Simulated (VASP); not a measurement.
Wanted: the native input for a VASP 6.6.1 run.

- Task: single point
- Functional: PBEsol
- Potentials or basis: VASP PAW PBE potentials, release 64 (Hf_pv, Sn_d, O)
- Cutoff: 520 eV
- k mesh: 6 × 6 × 8
- Occupations: gaussian, width 0.02 eV
- Spin: no spin polarisation
- Dipole correction: no
- Further INCAR settings: ALGO = Normal; EDIFF = 1e-06; NBANDS = 33

The structure of HfSnO4 lies in POSCAR:

```
HfSnO4
1.0
    3.4290929406     -3.4548395925      0.0000000000
    3.4290929406      3.4548395925      0.0000000000
    0.0000000000      0.0000000000      3.2276317404
Hf Sn O
1 1 4
Direct
    0.5000000000      0.5000000000      0.5000000000
    0.0000000000      0.0000000000      0.0000000000
    0.6943534750      0.6943534750      0.0000000000
    0.8056415708      0.1943584292      0.5000000000
    0.1943584292      0.8056415708      0.5000000000
    0.3056465250      0.3056465250      0.0000000000
```

The input as run:

INCAR

```
SYSTEM = HfSnO4
PREC = Accurate
ENCUT = 520
EDIFF = 1E-6
ISMEAR = 0
SIGMA = 0.02
LREAL = .FALSE.
LASPH = .TRUE.
NELM = 100
ALGO = Normal
ISIF = 2
LWAVE = .FALSE.
LCHARG = .FALSE.
GGA = PS
NBANDS = 33
```

KPOINTS

```
regular mesh
0
G
  6 6 8
  0 0 0
```

Potentials or basis: VASP PAW PBE potentials, release 64 (Hf_pv, Sn_d, O).

Run with:

```console
$ cat potpaw_PBE.64/Hf_pv/POTCAR potpaw_PBE.64/Sn_d/POTCAR potpaw_PBE.64/O/POTCAR > POTCAR
$ mpirun -np 1 vasp_std > vasp.out
```

Results of the run:

```yaml
Pressure: -7.0 GPa
Largest_force: 0.308 eV/Å
Band_gap_on_the_k_mesh: 2.03 eV, direct
```

Caveat: the PAW data sets were made with another functional, which shifts forces and pressure a little; spin-orbit coupling is left out, which moves the levels of the heavy elements.

Wall time 53 s on 1 thread of Intel(R) Xeon(R) 6975P-C (Granite Rapids) (shared host), peak memory 0.28 GiB.
